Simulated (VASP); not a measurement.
Wanted: the native input for a VASP 6.6.1 run.

- Task: single point
- Functional: r2SCAN
- Potentials or basis: VASP PAW PBE potentials, release 64 (Se, Ga_d)
- Cutoff: 520 eV
- k mesh: 6 × 6 × 6
- Occupations: fermi-dirac, width 0.05 eV
- Spin: no spin polarisation
- Dipole correction: no
- Further INCAR settings: ALGO = Normal; EDIFF = 1e-06; NBANDS = 30

Crystal: Ga3Se.

```xyz
4
Lattice="4.4618 0.0000 0.0000 0.0000 4.4618 0.0000 0.0000 0.0000 4.4618" Properties=species:S:1:pos:R:3 pbc="T T T"
Se    0.0000    0.0000    0.0000
Ga    2.2309    2.2309    0.0000
Ga    2.2309    0.0000    2.2309
Ga    0.0000    2.2309    2.2309
```

One way to write it, as run:

POSCAR

```
Ga3Se
1.0
    4.4618199283      0.0000000000      0.0000000000
    0.0000000000      4.4618199283      0.0000000000
    0.0000000000      0.0000000000      4.4618199283
Se Ga
1 3
Direct
    0.0000000000      0.0000000000      0.0000000000
    0.5000000000      0.5000000000      0.0000000000
    0.5000000000      0.0000000000      0.5000000000
    0.0000000000      0.5000000000      0.5000000000
```

INCAR.step1

```
PREC = Accurate
ENCUT = 520
ISMEAR = -1
SIGMA = 0.05
LREAL = False
LASPH = True
NELM = 80
NBANDS = 30
GGA = PE
ALGO = Normal
EDIFF = 1E-4
LWAVE = True
LCHARG = False
```

INCAR.step2

```
PREC = Accurate
ENCUT = 520
EDIFF = 1E-6
ISMEAR = -1
SIGMA = 0.05
LREAL = False
LASPH = True
NELM = 80
ALGO = Normal
ISIF = 2
LWAVE = False
LCHARG = True
METAGGA = R2SCAN
LMIXTAU = True
LELF = True
LVHAR = True
NBANDS = 30
ISTART = 1
```

KPOINTS

```
Automatic mesh
0
Gamma
  6 6 6
```

Potentials or basis: VASP PAW PBE potentials, release 64 (Se, Ga_d).

Run with:

```bash
$ cat potpaw_PBE.64/Se/POTCAR potpaw_PBE.64/Ga_d/POTCAR > POTCAR
$ cp INCAR.step1 INCAR
$ mpirun -np 1 vasp_std > vasp.out
$ cp INCAR.step2 INCAR
$ mpirun -np 1 vasp_std > vasp.out
```

Results of the run:

- Pressure: -2.3 GPa

Caveat: the PAW data sets were made with another functional, which shifts forces and pressure a little.

Wall time 68 s on 1 thread of Intel(R) Xeon(R) 6975P-C (Granite Rapids), on a shared host, peak memory 0.23 GiB.
